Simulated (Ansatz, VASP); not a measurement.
One calculation of SiC, two programs

```
CELL_PARAMETERS angstrom
0.00000 2.14517 2.14517
2.14517 0.00000 2.14517
2.14517 2.14517 0.00000
ATOMIC_POSITIONS crystal
Si 0.00000 0.00000 0.00000
C 0.25000 0.25000 0.25000
```

Alike in both runs: task single point; functional PBE; k mesh 10 × 10 × 10; occupations gaussian, width 0.02 eV; no spin polarisation.

|  | VASP | Ansatz |
| --- | --- | --- |
| version | VASP 6.6.1 | Ansatz 0.2.0 |
| potentials or method | VASP PAW PBE potentials, release 64 (Si, C), cutoff 600 eV | scalar-relativistic, plane waves, PAW |
| valence electrons in the cell | 8 | 8 |

|  | VASP | Ansatz | Ansatz less VASP |
| --- | --- | --- | --- |
| gap on the k mesh at the Fermi level (eV) | 1.31 | 1.31 | +0.003 |
| least direct gap on the mesh (eV) | 4.59 | 4.59 | +0.005 |
| pressure (GPa) | 14.6 | 14.8 | +0.23 |
